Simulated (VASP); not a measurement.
# Mo (Fm-3m) in VASP: density of states with PBE

Aim: the density of states of Mo with PBE.

Everything below comes from runs of VASP 6.6.1. Logs are shortened: lines on timing, memory, paths and dates and some standing lists are left out, and cuts for length are marked.

## Step 1: The cell of the first run

The structure is cubic, space group Fm-3m (No. 225). Conventional cell: a = 4.002 Å, b = 4.002 Å, c = 4.002 Å, α = 90.00°, β = 90.00°, γ = 90.00°. Mo (site symmetry m-3m) has 12 Mo at 2.83 Å within 3.7 Å.

## Step 2: Density of states, PBE

POSCAR reads:

```
Mo
1.0
    0.0000000000      2.0009705722      2.0009705722
    2.0009705722      0.0000000000      2.0009705722
    2.0009705722      2.0009705722      0.0000000000
Mo
1
Direct
    0.0000000000      0.0000000000      0.0000000000
```

INCAR.step1 reads:

```
SYSTEM = Mo
  ALGO = Normal
  EDIFF = 1E-6
  ENCUT = 520
  GGA = PE
  ISIF = 2
  ISMEAR = 0
  LASPH = .TRUE.
  LCHARG = .TRUE.
  LMAXMIX = 4
  LREAL = .FALSE.
  LWAVE = .FALSE.
  NBANDS = 13
  NELM = 80
  PREC = Accurate
  SIGMA = 0.05
```

KPOINTS.step1 reads:

```
k-points
0
G
  18 18 18
  0 0 0
```

INCAR.step2 reads:

```
SYSTEM = Mo
  ALGO = Normal
  EDIFF = 1E-6
  ENCUT = 520
  GGA = PE
  ICHARG = 11
  ISIF = 2
  ISMEAR = -5
  LASPH = .TRUE.
  LCHARG = .FALSE.
  LMAXMIX = 4
  LORBIT = 11
  LREAL = .FALSE.
  LWAVE = .FALSE.
  NEDOS = 1001
  NELM = 80
  PREC = Accurate
  SIGMA = 0.05
```

KPOINTS.step2 reads:

```
k-points
0
G
  27 27 27
  0 0 0
```

Potentials or basis: VASP PAW PBE potentials, release 64 (Mo_sv).

Launch:

```
$ cat potpaw_PBE.64/Mo_sv/POTCAR > POTCAR
$ cp INCAR.step1 INCAR
$ cp KPOINTS.step1 KPOINTS
$ mpirun -np 1 vasp_std > vasp.out
$ cp INCAR.step2 INCAR
$ cp KPOINTS.step2 KPOINTS
$ mpirun -np 1 vasp_std > vasp.out
```

OUTCAR:

```text
SYSTEM = Mo
   EDIFF = 1E-6
   ENCUT = 520
   GGA = PE
   ICHARG = 11
   ISIF = 2
   ISMEAR = -5
   LASPH = .TRUE.
   LORBIT = 11
   LREAL = .FALSE.
   NELM = 80
   PREC = Accurate

 ion  position               nearest neighbor table
   1  0.000  0.000  0.000-

  LATTYP: Found a face centered cubic cell.
 ALAT       =     4.0019411444

  Lattice vectors:

 A1 = (   0.0000000000,   2.0009705722,   2.0009705722)
 A2 = (   2.0009705722,   0.0000000000,   2.0009705722)
 A3 = (   2.0009705722,   2.0009705722,   0.0000000000)

Analysis of symmetry for initial positions (statically):
=====================================================================
 Subroutine PRICEL returns:
 Original cell was already a primitive cell.

 Routine SETGRP: Setting up the symmetry group for a
 face centered cubic supercell.

 Subroutine GETGRP returns: Found 48 space group operations
 (whereof 48 operations were pure point group operations)
 out of a pool of 48 trial point group operations.

The static configuration has the point symmetry O_h .

Analysis of symmetry for dynamics (positions and initial velocities):
=====================================================================
 Subroutine PRICEL returns:
 Original cell was already a primitive cell.

 Routine SETGRP: Setting up the symmetry group for a
 face centered cubic supercell.

 Subroutine GETGRP returns: Found 48 space group operations
 (whereof 48 operations were pure point group operations)
 out of a pool of 48 trial point group operations.

The dynamic configuration has the point symmetry O_h .

 Subroutine INISYM returns: Found 48 space group operations
 (whereof 48 operations are pure point group operations),
 and found     1 'primitive' translations

----------------------------------------------------------------------------------------

                                     Primitive cell

  volume of cell :      16.0233

  direct lattice vectors                    reciprocal lattice vectors
     0.000000000  2.000970572  2.000970572    -0.249878737  0.249878737  0.249878737
     2.000970572  0.000000000  2.000970572     0.249878737 -0.249878737  0.249878737
     2.000970572  2.000970572  0.000000000     0.249878737  0.249878737 -0.249878737

  length of vectors
     2.829799721  2.829799721  2.829799721     0.432802669  0.432802669  0.432802669

  position of ions in fractional coordinates (direct lattice)
     0.000000000  0.000000000  0.000000000

  ion indices of the primitive-cell ions
   primitive index   ion index
                 1           1

----------------------------------------------------------------------------------------

 KPOINTS: k-points

Automatic generation of k-mesh.
 Grid dimensions read from file:
 generate k-points for:   27   27   27

 Generating k-lattice:

  Cartesian coordinates                     Fractional coordinates (reciprocal lattice)
    -0.009254768  0.009254768  0.009254768     0.037037037  0.000000000  0.000000000
     0.009254768 -0.009254768  0.009254768     0.000000000  0.037037037  0.000000000
     0.009254768  0.009254768 -0.009254768     0.000000000  0.000000000  0.037037037

  Length of vectors
     0.016029728  0.016029728  0.016029728

  Shift w.r.t. Gamma in fractional coordinates (k-lattice)
     0.000000000  0.000000000  0.000000000

 TETIRR: Found   2653 inequivalent tetrahedra from   118098

 Subroutine IBZKPT returns following result:
 ===========================================

 Found    560 irreducible k-points:

 Following reciprocal coordinates:
            Coordinates               Weight
  0.000000  0.000000  0.000000      1.000000
  0.037037  0.000000  0.000000      8.000000
  0.074074  0.000000  0.000000      8.000000
  0.111111  0.000000  0.000000      8.000000
  0.148148  0.000000  0.000000      8.000000
  0.185185  0.000000  0.000000      8.000000
[... 16 lines left out ...]
  0.333333  0.037037  0.000000     24.000000
  0.370370  0.037037  0.000000     24.000000
 [... further k-points ...]
   k-points           NKPTS =    560   k-points in BZ     NKDIM =    560   number of bands    NBANDS=     11
   number of dos      NEDOS =   1001   number of ions     NIONS =      1
   total plane-waves  NPLWV =  13824
   dimension x,y,z NGX =    24 NGY =   24 NGZ =   24
   dimension x,y,z NGXF=    48 NGYF=   48 NGZF=   48
   ions per type =               1
   NGX,Y,Z   is equivalent  to a cutoff of  14.10, 14.10, 14.10 a.u.
   NGXF,Y,Z  is equivalent  to a cutoff of  28.20, 28.20, 28.20 a.u.
 SYSTEM =  Mo
   PREC   = accura    normal or accurate (medium, high low for compatibility)
   ISTART =      0    job   : 0-new  1-cont  2-samecut
   ICHARG =     11    charge: 1-file 2-atom 10-const
   ISPIN  =      1    spin polarized calculation?
   LNONCOLLINEAR =      F non collinear calculations
   LSORBIT =      F    spin-orbit coupling
   LASPH  =      T    aspherical Exc in radial PAW
   ENCUT  =  520.0 eV  38.22 Ry    6.18 a.u.   5.26  5.26  5.26*2*pi/ulx,y,z
   NELM   =     80;   NELMIN=  2; NELMDL=  0     # of ELM steps
   EDIFF  = 0.1E-05   stopping-criterion for ELM
   LREAL  =      F    real-space projection
   EDIFFG = 0.1E-04   stopping-criterion for IOM
   NSW    =      0    number of steps for IOM
   IBRION =     -1    ionic relax: 0-MD 1-quasi-New 2-CG
   NFREE  =      0    steps in history (QN), initial steepest desc. (CG)
   ISIF   =      2    stress and relaxation
   ISYM   =      2    0-nonsym 1-usesym 2-fastsym
   POTIM  = 0.5000    time-step for ionic-motion
   TEBEG  =    0.0;   TEEND  =   0.0 temperature during run
   PSTRESS=    0.0 pullay stress
   NELECT =      14.0000    total number of electrons
   NUPDOWN=      -1.0000    fix difference up-down
   EMIN   =  10.00;   EMAX   =-10.00  energy-range for DOS
   EFERMI =   0.00;   METHOD = LEGACY
   ISMEAR =    -5;   SIGMA  =   0.05  broadening in eV -4-tet -1-fermi 0-gaus
   EFERMI_NEDOS =   21; number of points for ismear=-14 and -15
   IALGO  =     38    algorithm
   IMIX   =      4    mixing-type and parameters
     AMIX     =   0.40;   BMIX     =  1.00
     AMIX_MAG =   1.60;   BMIX_MAG =  1.00
  volume/ion in A,a.u.               =      16.02       108.13
  Fermi-wavevector in a.u.,A,eV,Ry     =   1.565069  2.957551 33.326666  2.449441
  Thomas-Fermi vector in A             =   2.667600
   LORBIT       =     11    0 simple, 1 ext, 2 COOP (PROOUT), +10 PAW based schemes
   GGA     = PE    functional components
   LHFCALC =     F    Hartree Fock is set to
   AEXX    =    0.0000 exact exchange contribution
   IVDW    =     0    specifies the selected vdW correction
   LEPSILON=     F    determine dielectric tensor
   LRPA    =     F    only Hartree local field effects (RPA)
 non-spin polarized calculation
 Fermi weights with tetrahedron method with Bloechl corrections
  energy-cutoff  :      520.00
  volume of cell :       16.02
 maximum number of plane-waves:       446
 NGX is ok and might be reduce to    24

 number of electron      14.0000000 magnetization

 Free energy of the ion-electron system (eV)
  ---------------------------------------------------
  ext. energy  EPLUGINS =         0.00000000
  ---------------------------------------------------
  free energy    TOTEN  =       -10.51304345 eV

  energy without entropy =      -10.51304345  energy(sigma->0) =      -10.51304345

 E-fermi :  11.7896     XC(G=0): -13.2330

 val. band max:       11.7904106226   @ k =   0.2593   0.2222   0.0000
 cond. band min:      11.7300161889   @ k =  -0.4074   0.1852   0.0370
 fundamental gap:     -0.0603944337
 Fermi energy:        11.7896327279

 k-point     1 :       0.0000    0.0000    0.0000
  band No.  band energies     occupation
      1     -48.9278      2.00000
      2     -22.2714      2.00000
      3     -22.2714      2.00000
      4     -22.2714      2.00000
      5       5.0519      2.00000
      6      11.0733      2.00000
      7      11.0733      2.00000
      8      11.0733      2.00000
      9      13.7488      0.00000
     10      13.7488      0.00000
     11      24.8846      0.00000

 k-point     2 :       0.0370    0.0000    0.0000
  band No.  band energies     occupation
      1     -48.9248      2.00000
      2     -22.2901      2.00000
      3     -22.2737      2.00000
      4     -22.2737      2.00000
      5       5.1085      2.00000
      6      11.0338      2.00000
      7      11.0993      2.00000
      8      11.0993      2.00000
      9      13.7272      0.00000
     10      13.7272      0.00000
     11      24.9944      0.00000

 k-point     3 :       0.0741    0.0000    0.0000
  band No.  band energies     occupation
      1     -48.9161      2.00000
      2     -22.3449      2.00000
      3     -22.2806      2.00000
      4     -22.2806      2.00000
      5       5.2748      2.00000
      6      10.9235      2.00000
      7      11.1732      2.00000
      8      11.1732      2.00000
      9      13.6693      0.00000
     10      13.6694      0.00000
     11      25.3110      0.00000

 k-point     4 :       0.1111    0.0000    0.0000
  band No.  band energies     occupation
      1     -48.9020      2.00000
      2     -22.4323      2.00000
      3     -22.2916      2.00000
      4     -22.2916      2.00000
      5       5.5403      2.00000
      6      10.7654      2.00000
      7      11.2811      2.00000
      8      11.2811      2.00000
      9      13.5964      0.00000
     10      13.5964      0.00000
     11      25.7921      0.00000
[... 239 lines left out ...]
 k-point    22 :       0.2963    0.0370    0.0000
  band No.  band energies     occupation
      1     -48.7909      2.00000
      2     -23.0782      2.00000
      3     -22.3921      2.00000
      4     -22.3724      2.00000
      5       7.1825      2.00000
      6      10.6237      2.00000
      7      11.3437      2.00000
      8      11.4417      2.00000
      9      13.9549      0.00000
     10      14.4017      0.00000
     11      24.9234      0.00000

 k-point    23 :       0.3333    0.0370    0.0000
  band No.  band energies     occupation
      1     -48.7662      2.00000
      2     -23.2166      2.00000
      3     -22.4095      2.00000
      4     -22.3925      2.00000
      5       7.3026      2.00000
      6      11.0444      2.00000
      7      11.2076      2.00000
      8      11.3267      2.00000
      9      14.3686      0.00000
     10      14.7583      0.00000
     11      24.3952      0.00000

 k-point    24 :       0.3704    0.0370    0.0000
  band No.  band energies     occupation
      1     -48.7440      2.00000
      2     -23.3389      2.00000
      3     -22.4243      2.00000
      4     -22.4112      2.00000
      5       7.3269      2.00000
      6      11.0725      2.00000
      7      11.2047      2.00000
      8      11.6002      1.84708
      9      14.8125      0.00000
     10      15.1215      0.00000
     11      23.9311      0.00000

 [... further k-points ...]
[... 5 lines left out ...]
  --------------------------------------------------------------------------------------
  -------------------------------------------------------------------------------------
  Total        0.0670651      0.0670651      0.0670651      0.0000000     -0.0000000      0.0000000
  in kB        6.7058685      6.7058685      6.7058685      0.0000000     -0.0000000      0.0000000
  external PRESSURE =       6.7058685 kB  Pullay stress =       0.0000000 kB

 VOLUME and BASIS-vectors are now :
 -----------------------------------------------------------------------------
  energy-cutoff  :      520.00
  volume of cell :       16.02
      direct lattice vectors                 reciprocal lattice vectors
     0.000000000  2.000970572  2.000970572    -0.249878737  0.249878737  0.249878737
     2.000970572  0.000000000  2.000970572     0.249878737 -0.249878737  0.249878737
     2.000970572  2.000970572  0.000000000     0.249878737  0.249878737 -0.249878737

 POSITION                                       TOTAL-FORCE (eV/Angst)
 -----------------------------------------------------------------------------------
      0.00000      0.00000      0.00000         0.000000     -0.000000      0.000000
 -----------------------------------------------------------------------------------
    total drift:                               -0.000000      0.000000     -0.000000

  FREE ENERGIE OF THE ION-ELECTRON SYSTEM (eV)
  ---------------------------------------------------
  free  energy   TOTEN  =       -10.5130434471 eV

  energy  without entropy=      -10.5130434471  energy(sigma->0) =      -10.51304345

 total charge

# of ion       s       p       d       tot
------------------------------------------
    1        2.383   6.176   3.921  12.480
```

Run time: 56 s. Hardware: 1 thread of Intel Xeon 6975P-C, shared host; peak memory 0.21 GiB.

Results:

```
Valence electrons inside the program's atomic spheres : Mo 12.48
```

Caveat: tetrahedron occupations give inexact forces and stress in metals.
